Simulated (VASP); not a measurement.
Crystal: Al2InN3.

```xyz
6
Lattice="-1.6058 4.8577 2.2896 1.6058 -4.8577 2.2896 1.6058 4.8577 -2.2896" Properties=species:S:1:pos:R:3 pbc="T T T"
Al    1.6058    1.6554    2.2952
Al    0.0000    3.2022    0.0056
N     0.0000    1.7795    1.2555
N     1.6058    3.0782   -1.0341
N     0.0000    4.8577    0.8978
In    0.0000    0.0000    0.0144
```

Base run:

```yaml
Program: VASP 6.6.1
Functional: PBE
Potentials_or_basis: VASP PAW PBE potentials, release 64 (Al, N, In_d)
Cutoff: 520 eV
k_mesh: 10 × 10 × 10
Occupations: gaussian, width 0.01 eV
Spin: no spin polarisation
```

Its results: band gap on the k mesh 1.76 eV (least direct gap 1.82 eV); pressure 4.3 GPa; largest force 0.093 eV/Å.

**Question.** The run is repeated on the same cell with these changes: functional from PBE to r2SCAN. What comes out?

**Answer.** Band gap on the k mesh 2.21 eV (least direct gap 2.28 eV); pressure 0.0 GPa; largest force 0.060 eV/Å.

Caveats: spin-orbit coupling is left out, which moves the levels of the heavy elements; the cell stands under pressure (at least some runs); the PAW data sets were made with another functional, which shifts forces and pressure a little (at least some runs).

A k mesh can miss the band edges.
